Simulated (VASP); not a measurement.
Set up this calculation in VASP 6.6.1, as the native input.

```yaml
Task: single point
Functional: PBEsol
Potentials_or_basis: VASP PAW PBE potentials, release 64 (Te)
Cutoff: 520 eV
k_mesh: 7 × 7 × 5
Occupations: fermi-dirac, width 0.05 eV
Spin: no spin polarisation
Dipole_correction: no
Further_INCAR_settings: ALGO = Normal; EDIFF = 1e-07; NBANDS = 16
```

The structure of Te lies in POSCAR:

```
Te
1.0
    4.3230890250      0.0000000000      0.0000000000
   -2.1615445125      3.7439049185      0.0000000000
    0.0000000000      0.0000000000      5.9477065765
Te
3
Direct
    0.7163554109      0.7163554109      0.0000000000
    0.0000000000      0.2836445891      0.6666666667
    0.2836445891      0.0000000000      0.3333333333
```

One way to write it, as run:

INCAR

```
PREC = Accurate
ENCUT = 520
EDIFF = 1E-7
ISMEAR = -1
SIGMA = 0.05
LREAL = False
LASPH = True
NELM = 100
ALGO = Normal
ISIF = 2
LWAVE = False
LCHARG = True
GGA = PS
LELF = True
LVHAR = True
NBANDS = 16
```

KPOINTS

```
regular mesh
0
Gamma
  7 7 5
```

Potentials or basis: VASP PAW PBE potentials, release 64 (Te).

The run is started by

```bash
$ cat potpaw_PBE.64/Te/POTCAR > POTCAR
$ mpirun -np 1 vasp_std > vasp.out
```

Results of the run:

```yaml
Pressure: 0.1 GPa
Largest_force: 0.016 eV/Å
Band_gap_on_the_k_mesh: 0.46 eV (least direct gap 0.62 eV)
```

Caveat: the PAW data sets were made with another functional, which shifts forces and pressure a little; spin-orbit coupling is left out, which moves the levels of the heavy elements; an odd mesh through Γ misses points on the zone boundary, where band edges can lie.

It used 25 s of CPU time on 1 thread of Intel(R) Xeon(R) 6975P-C (Granite Rapids), on a shared host.
